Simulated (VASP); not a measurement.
Runs of VASP 6.6.1 on HfO2. The structure is that of space group Fm-3m (No. 225), or close to it. The cells are those of the table. 

```tsv
task	level	potentials or basis	spin	cell	k mesh	cutoff (eV)	smearing	grid for exact exchange (PRECFOCK)	share of exact exchange	screening parameter	gap on the mesh (eV)	pressure (GPa)
single point	PBE	VASP PAW PBE potentials, release 64 (Hf_pv, O)	non-collinear, zero start, SOC	a = 3.577 Å, angles 60.0°, 3 atoms	8 × 8 × 8	600	gaussian 0.01 eV	-	-	-	-	2.0
single point	PBE0	VASP PAW PBE potentials, release 64 (Hf_pv, O)	off	a = 3.577 Å, angles 60.0°, 3 atoms	6 × 6 × 6	520	gaussian 0.01 eV	Normal	0.25	-	6.12	-5.2
relaxation of cell and atoms	LDA	VASP PAW LDA potentials, release 64 (Hf_pv, O)	off	relaxed from a = 3.605 Å, angles 60.0°, 3 atoms	8 × 8 × 8	600	fermi-dirac 0.02 eV	-	-	-	3.74	0.0
single point	HSE06	VASP PAW PBE potentials, release 64 (Hf_pv, O)	off	a = 3.577 Å, angles 60.0°, 3 atoms	6 × 6 × 6	520	gaussian 0.01 eV	Normal	0.25	0.2079 1/Å	5.36	-5.3
single point	LDA	VASP PAW LDA potentials, release 64 (Hf_pv, O)	off	a = 3.536 Å, angles 60.0°, 3 atoms	8 × 8 × 8	600	fermi-dirac 0.02 eV	-	-	-	3.70	(b)
single point	PBE	VASP PAW PBE potentials, release 64 (Hf_pv, O)	off	a = 3.577 Å, angles 60.0°, 3 atoms	6 × 6 × 6	600	gaussian 0.01 eV	-	-	-	(a)	1.9
```

Fill in the values left out.

(a) 3.82; (b) -3.5.

Caveats: spin-orbit coupling is left out, which moves the levels of the heavy elements (at least some runs); the cell stands under tension (at least some runs); the PAW data sets were made with another functional, which shifts forces and pressure a little (at least some runs).

A k mesh can miss the band edges, and rows without SOC leave out spin-orbit coupling on Hf.
